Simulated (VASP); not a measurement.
Input of a VASP 6.6.1 run:

INCAR

```
PREC = Accurate ; ENCUT = 520
EDIFF = 1E-6 ; ISMEAR = -1
SIGMA = 0.1 ; LREAL = False
LASPH = True ; NELM = 60
ALGO = Normal ; ISIF = 2
LWAVE = False ; LCHARG = False
NBANDS = 12
```

Contents of KPOINTS:

```
Automatic mesh
0
Gamma
  4 4 4
```

The input POSCAR:

```
Ta
1.0
   -1.6276710318      1.6276710318      1.6276710318
    1.6276710318     -1.6276710318      1.6276710318
    1.6276710318      1.6276710318     -1.6276710318
Ta
1
Direct
    0.0000000000      0.0000000000      0.0000000000
```

Potentials or basis: VASP PAW LDA potentials, release 64 (Ta_pv).

Launch:

```sh
$ cat potpaw_LDA.64/Ta_pv/POTCAR > POTCAR
$ mpirun -np 1 vasp_std > vasp.out
```

Q: Estimate the pressure.

A: 2.2 GPa.

Caveat: the k points lie up to 0.68 Å⁻¹ apart.
